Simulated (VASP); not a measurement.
A run of VASP 6.6.1 is set up as follows.

Contents of INCAR:

```
PREC = Accurate
ENCUT = 520
EDIFF = 1E-6
ISMEAR = 1
SIGMA = 0.1
LREAL = False
LASPH = True
NELM = 80
ALGO = Normal
ISIF = 2
LWAVE = False
LCHARG = False
GGA = CA
NBANDS = 8
```

File KPOINTS:

```
regular mesh
0
Gamma
  13 13 13
```

File POSCAR:

```
Al
1.0
   -1.5805390481      1.5805390481      1.5805390481
    1.5805390481     -1.5805390481      1.5805390481
    1.5805390481      1.5805390481     -1.5805390481
Al
1
Direct
    0.0000000000      0.0000000000      0.0000000000
```

Potentials or basis: VASP PAW LDA potentials, release 64 (Al).

The run is started by

```bash
$ cat potpaw_LDA.64/Al/POTCAR > POTCAR
$ mpirun -np 1 vasp_std > vasp.out
```

(1) Estimate the pressure.

Results:

(1) 1.8 GPa.
